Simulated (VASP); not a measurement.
**Ir: relaxation of cell and atoms with PBE**

Ir:

```
CELL_PARAMETERS angstrom
2.56712 0.00000 0.00000
0.00000 2.56712 0.00000
0.00000 0.00000 2.56712
ATOMIC_POSITIONS crystal
Ir 0.00000 0.00000 0.00000
```

```yaml
Program: VASP 6.6.1
Task: relaxation of cell and atoms
Functional: PBE
Potentials_or_basis: VASP PAW PBE potentials, release 64 (Ir)
Cutoff: 600 eV
k_mesh: 22 × 22 × 22
Occupations: gaussian, width 0.1 eV
Spin: no spin polarisation
Dipole_correction: no
Further_INCAR_settings: ALGO = Normal; EDIFF = 1e-06; IBRION = 2; EDIFFG = -0.01; NSW = 100; ISIF = 3
```

```json
{
  "Relaxed volume": "17.00 Å³/atom",
  "Relaxed cell": "a = 2.571 Å, b = 2.571 Å, c = 2.571 Å, α = 90.00°, β = 90.00°, γ = 90.00°",
  "Space group after relaxing (to 0.05 Å)": "Pm-3m (No. 221)",
  "Energy gained by relaxing": "0.3 meV/atom",
  "Ionic steps": "3",
  "Pressure after relaxing": "0.0 GPa"
}
```

Step by step:
```tsv
step	energy change (eV)	largest force (eV/Å)	pressure (GPa)	volume (Å³)
1	0.0000	0.0000	1.20	16.92
2	0.0019	0.0000	-3.15	17.23
3	-0.0003	0.0000	-0.02	17.00
```

Final structure:
```
Ir
1.0
     2.57138    0.00000    0.00000
     0.00000    2.57138    0.00000
     0.00000    0.00000    2.57138
Ir
1
Direct
  0.00000 0.00000 0.00000
```

Levels at points of the mesh, in eV from the Fermi level:
| k point | band 1 | band 2 | band 3 | band 4 | band 5 | band 6 | band 7 | band 8 |
| --- | --- | --- | --- | --- | --- | --- | --- | --- |
| (0.00, 0.00, 0.00) | -9.07 | -5.91 | -5.91 | 1.28 | 1.28 | 1.28 | 15.58 | 15.58 |
| (0.50, 0.00, 0.00) | -6.13 | -5.20 | -1.44 | -1.44 | -0.87 | 1.56 | 5.86 | 16.36 |
| (0.50, 0.50, 0.00) | -6.33 | -4.66 | -0.92 | -0.92 | 3.32 | 4.52 | 4.52 | 11.26 |
| (0.50, 0.50, 0.50) | -5.10 | -5.10 | -5.10 | 3.51 | 3.51 | 9.33 | 10.73 | 10.73 |

Run time: 42 s on 1 thread of Intel(R) Xeon(R) Platinum 8375C CPU @ 2.90GHz (Ice Lake), with other jobs on the host, peak memory 0.2 GiB.

Caveat: spin-orbit coupling is left out, which moves the levels of the heavy elements.
